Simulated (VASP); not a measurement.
# Mn (Pm-3m) in VASP: notebook, part 2 of 2

VASP 6.6.1. The steps go on from the part before.

### 3 Single point, RPBE, collinear spin, antiferromagnetic start (volume scaled by 0.88)

Input file INCAR:

```
  PREC = Accurate
  ENCUT = 520
  EDIFF = 1E-6
  ISMEAR = -1
  SIGMA = 0.05
  LREAL = F
  LASPH = T
  NELM = 150
  ALGO = Normal
  ISIF = 2
  LWAVE = F
  LCHARG = F
  ISPIN = 2
  MAGMOM = 2.587 -2.587
  LORBIT = 11
  LMAXMIX = 4
  GGA = RP
  NBANDS = 24
```

Input file KPOINTS:

```
regular mesh
0
Gamma
  13 13 13
```

Input file POSCAR:

```
Mn
1.0
    0.0000000000      2.3289196852      2.3289196852
    2.3289196852      0.0000000000      2.3289196852
    2.3289196852      2.3289196852      0.0000000000
Mn
2
Direct
    0.0000000000      0.0000000000      0.0000000000
    0.5000000000      0.5000000000      0.5000000000
```

Potentials or basis: VASP PAW PBE potentials, release 64 (Mn_pv).

Started as:

```console
> cat potpaw_PBE.64/Mn_pv/POTCAR > POTCAR
> mpirun -np 1 vasp_std > vasp.out
```

Wall time 26 s (1 thread of Intel Xeon 6975P-C (Granite Rapids), shared host); peak memory 0.19 GiB.

The run converged. Its results:

```yaml
Free_energy: -15.6241 eV
Pressure: 13.2 GPa
Band_gap_on_the_k_mesh: zero (filled and empty bands overlap)
Net_moment: 0.00 μB per cell
Site_moments: Mn +2.23, -2.23 μB
Valence_electrons_inside_the_program's_atomic_spheres: Mn 11.90
```

Levels at points of the mesh, in eV from the Fermi level:
Spin up:
| k point | band 10 | band 11 | band 12 | band 13 | band 14 | band 15 | band 16 | band 17 |
| --- | --- | --- | --- | --- | --- | --- | --- | --- |
| (0.00, 0.00, 0.00) | -3.55 | -3.55 | -3.55 | 1.68 | 1.68 | 1.68 | 2.66 | 2.66 |
Spin down:
| k point | band 11 | band 12 | band 13 | band 14 | band 15 | band 16 |
| --- | --- | --- | --- | --- | --- | --- |
| (0.00, 0.00, 0.00) | -3.55 | -3.55 | 1.68 | 1.68 | 1.68 | 2.66 |

Caveat: the PAW data sets were made with another functional, which shifts forces and pressure a little.

### 4 Single point, RPBE, collinear spin, antiferromagnetic start (volume scaled by 0.92)

Input file INCAR:

```
SYSTEM = Mn
PREC = Accurate
ENCUT = 520
EDIFF = 1E-6
ISMEAR = -1
SIGMA = 0.05
LREAL = .FALSE.
LASPH = .TRUE.
NELM = 150
ALGO = Normal
ISIF = 2
LWAVE = .FALSE.
LCHARG = .TRUE.
ISPIN = 2
MAGMOM = 2.587 -2.587
LORBIT = 11
LMAXMIX = 4
GGA = RP
LELF = .TRUE.
LVHAR = .TRUE.
NBANDS = 24
```

Input file KPOINTS:

```
regular mesh
0
G
  13 13 13
  0 0 0
```

Input file POSCAR:

```
Mn
1.0
    0.0000000000      2.3636848059      2.3636848059
    2.3636848059      0.0000000000      2.3636848059
    2.3636848059      2.3636848059      0.0000000000
Mn
2
Direct
    0.0000000000      0.0000000000      0.0000000000
    0.5000000000      0.5000000000      0.5000000000
```

Started as:

```console
> cat potpaw_PBE.64/Mn_pv/POTCAR > POTCAR
> mpirun -np 1 vasp_std > vasp.out
```

Wall time 51 s (1 thread of Intel Xeon 6975P-C (Granite Rapids), shared host); peak memory 0.21 GiB.

Results (log left out):

| Item | Value |
| --- | --- |
| Free energy | -15.6988 eV |
| Pressure | 7.5 GPa |
| Band gap on the k mesh | zero (filled and empty bands overlap) |
| Net moment | 0.00 μB per cell |
| Site moments | Mn +2.40, -2.40 μB |
| Valence electrons inside the program's atomic spheres | Mn 11.83 |

Levels at points of the mesh, in eV from the Fermi level:
Spin up:
| k point | band 9 | band 10 | band 11 | band 12 | band 13 | band 14 | band 15 | band 16 | band 17 | band 18 |
| --- | --- | --- | --- | --- | --- | --- | --- | --- | --- | --- |
| (0.00, 0.00, 0.00) | -3.57 | -3.41 | -3.41 | -3.41 | 1.64 | 1.64 | 1.64 | 2.51 | 2.51 | 11.32 |
Spin down:
```csv
k point,band 10,band 11,band 12,band 13,band 14,band 15,band 16,band 17
"(0.00, 0.00, 0.00)",-3.41,-3.41,-3.41,1.64,1.64,1.64,2.51,2.51
```

Caveat: the PAW data sets were made with another functional, which shifts forces and pressure a little.

### 5 Single point, RPBE, collinear spin, antiferromagnetic start (volume scaled by 0.96)

Input file INCAR:

```
PREC = Accurate
ENCUT = 520
EDIFF = 1E-7
ISMEAR = -1
SIGMA = 0.05
LREAL = False
LASPH = True
NELM = 150
ALGO = Normal
ISIF = 2
LWAVE = False
LCHARG = True
ISPIN = 2
MAGMOM = 2.587 -2.587
LORBIT = 11
LMAXMIX = 4
GGA = RP
LELF = True
LVHAR = True
NBANDS = 24
```

Input file KPOINTS:

```
regular mesh
0
Gamma
  13 13 13
```

Input file POSCAR:

```
Mn
1.0
    0.0000000000      2.3974562944      2.3974562944
    2.3974562944      0.0000000000      2.3974562944
    2.3974562944      2.3974562944      0.0000000000
Mn
2
Direct
    0.0000000000      0.0000000000      0.0000000000
    0.5000000000      0.5000000000      0.5000000000
```

Started as:

```console
> cat potpaw_PBE.64/Mn_pv/POTCAR > POTCAR
> mpirun -np 1 vasp_std > vasp.out
```

It took 62 s on 1 thread of Intel Xeon 6975P-C (Granite Rapids), shared host; peak memory 0.22 GiB.

It converged, with:

| Item | Value |
| --- | --- |
| Free energy | -15.7379 eV |
| Pressure | 3.3 GPa |
| Band gap on the k mesh | zero (filled and empty bands overlap) |
| Net moment | 0.00 μB per cell |
| Site moments | Mn +2.55, -2.55 μB |
| Valence electrons inside the program's atomic spheres | Mn 11.77 |

Levels at points of the mesh, in eV from the Fermi level:
Spin up:
```
           k point  band 10  band 11  band 12  band 13  band 14  band 15  band 16  band 17
(0.00, 0.00, 0.00)    -3.31    -3.31    -3.31     1.59     1.59     1.59     2.37     2.37
```
Spin down:
| k point | band 9 | band 10 | band 11 | band 12 | band 13 | band 14 | band 15 | band 16 | band 17 | band 18 |
| --- | --- | --- | --- | --- | --- | --- | --- | --- | --- | --- |
| (0.00, 0.00, 0.00) | -3.45 | -3.31 | -3.31 | -3.31 | 1.59 | 1.59 | 1.59 | 2.37 | 2.37 | 11.19 |

Caveat: the PAW data sets were made with another functional, which shifts forces and pressure a little.

### 6 Single point, RPBE, collinear spin, antiferromagnetic start

Input file INCAR:

```
SYSTEM = Mn
PREC = Accurate
ENCUT = 520
EDIFF = 1E-6
ISMEAR = -1
SIGMA = 0.05
LREAL = .False.
LASPH = .True.
NELM = 150
ALGO = Normal
ISIF = 2
LWAVE = .False.
LCHARG = .False.
ISPIN = 2
MAGMOM = 2.587 -2.587
LORBIT = 11
LMAXMIX = 4
GGA = RP
NBANDS = 24
```

Input file KPOINTS:

```
regular mesh
0
Gamma
  13 13 13
  0 0 0
```

Input file POSCAR:

```
Mn
1.0
    0.0000000000      2.4303022430      2.4303022430
    2.4303022430      0.0000000000      2.4303022430
    2.4303022430      2.4303022430      0.0000000000
Mn
2
Direct
    0.0000000000      0.0000000000      0.0000000000
    0.5000000000      0.5000000000      0.5000000000
```

Potentials or basis: VASP PAW PBE potentials, release 64 (Mn_pv).

Started as:

```console
> cat potpaw_PBE.64/Mn_pv/POTCAR > POTCAR
> mpirun -np 1 vasp_std > vasp.out
```

Wall time 54 s (1 thread of Intel Xeon 6975P-C (Granite Rapids), shared host); peak memory 0.22 GiB.

The run converged. Its results:

```yaml
Free_energy: -15.7506 eV
Pressure: 0.2 GPa
Band_gap_on_the_k_mesh: zero (filled and empty bands overlap)
Net_moment: 0.00 μB per cell
Site_moments: Mn +2.70, -2.70 μB
Valence_electrons_inside_the_program's_atomic_spheres: Mn 11.71
```

Levels at points of the mesh, in eV from the Fermi level:
Spin up:
| k point | band 9 | band 10 | band 11 | band 12 | band 13 | band 14 | band 15 | band 16 | band 17 | band 18 |
| --- | --- | --- | --- | --- | --- | --- | --- | --- | --- | --- |
| (0.00, 0.00, 0.00) | -3.36 | -3.24 | -3.24 | -3.24 | 1.55 | 1.55 | 1.55 | 2.24 | 2.24 | 11.06 |
Spin down:
```csv
k point,band 10,band 11,band 12,band 13,band 14,band 15,band 16,band 17
"(0.00, 0.00, 0.00)",-3.24,-3.24,-3.24,1.55,1.55,1.55,2.24,2.24
```

Caveat: the PAW data sets were made with another functional, which shifts forces and pressure a little.

### 7 Single point, RPBE, collinear spin, antiferromagnetic start (volume scaled by 1.04)

Input file INCAR:

```
SYSTEM = Mn
  PREC = Accurate
  ENCUT = 520
  EDIFF = 1E-7
  ISMEAR = -1
  SIGMA = 0.05
  LREAL = .FALSE.
  LASPH = .TRUE.
  NELM = 150
  ALGO = Normal
  ISIF = 2
  LWAVE = .FALSE.
  LCHARG = .TRUE.
  ISPIN = 2
  MAGMOM = 2.587 -2.587
  LORBIT = 11
  LMAXMIX = 4
  GGA = RP
  LELF = .TRUE.
  LVHAR = .TRUE.
  NBANDS = 24
```

Input file KPOINTS:

```
regular mesh
0
G
  13 13 13
  0 0 0
```

Input file POSCAR:

```
Mn
1.0
    0.0000000000      2.4622835716      2.4622835716
    2.4622835716      0.0000000000      2.4622835716
    2.4622835716      2.4622835716      0.0000000000
Mn
2
Direct
    0.0000000000      0.0000000000      0.0000000000
    0.5000000000      0.5000000000      0.5000000000
```

Started as:

```console
> cat potpaw_PBE.64/Mn_pv/POTCAR > POTCAR
> mpirun -np 1 vasp_std > vasp.out
```

It took 62 s on 1 thread of Intel Xeon 6975P-C (Granite Rapids), shared host; peak memory 0.22 GiB.

The run converged. Its results:

```
Free energy                                           : -15.7445 eV
Pressure                                              : -1.9 GPa
Band gap on the k mesh                                : zero (filled and empty bands overlap)
Net moment                                            : 0.00 μB per cell
Site moments                                          : Mn +2.85, -2.85 μB
Valence electrons inside the program's atomic spheres : Mn 11.67
```

Levels at points of the mesh, in eV from the Fermi level:
Spin up:
| k point | band 11 | band 12 | band 13 | band 14 | band 15 | band 16 |
| --- | --- | --- | --- | --- | --- | --- |
| (0.00, 0.00, 0.00) | -3.20 | -3.20 | 1.50 | 1.50 | 1.50 | 2.12 |
Spin down:
| k point | band 11 | band 12 | band 13 | band 14 | band 15 | band 16 |
| --- | --- | --- | --- | --- | --- | --- |
| (0.00, 0.00, 0.00) | -3.20 | -3.20 | 1.50 | 1.50 | 1.50 | 2.12 |

Caveat: the PAW data sets were made with another functional, which shifts forces and pressure a little.

### 8 Overview

| cell | k mesh | gap on the mesh (eV) | pressure (GPa) | moment (μB) |
| --- | --- | --- | --- | --- |
| a = 3.437 Å, angles 60.0°, 2 atoms | 12 × 12 × 12 | none | 0.2 | 0.00 |
| a = 3.294 Å, angles 60.0°, 2 atoms | 13 × 13 × 13 | none | 13.2 | 0.00 |
| a = 3.343 Å, angles 60.0°, 2 atoms | 13 × 13 × 13 | none | 7.5 | 0.00 |
| a = 3.391 Å, angles 60.0°, 2 atoms | 13 × 13 × 13 | none | 3.3 | 0.00 |
| a = 3.437 Å, angles 60.0°, 2 atoms | 13 × 13 × 13 | none | 0.2 | 0.00 |
| a = 3.482 Å, angles 60.0°, 2 atoms | 13 × 13 × 13 | none | -1.9 | 0.00 |

Alike in all rows: task single point; level RPBE; potentials or basis VASP PAW PBE potentials, release 64 (Mn_pv); spin collinear, antiferromagnetic start; cutoff (eV) 520; smearing fermi-dirac 0.05 eV.

Caveats: the PAW data sets were made with another functional, which shifts forces and pressure a little.

Absolute energies hang on the potentials; compare differences alone.
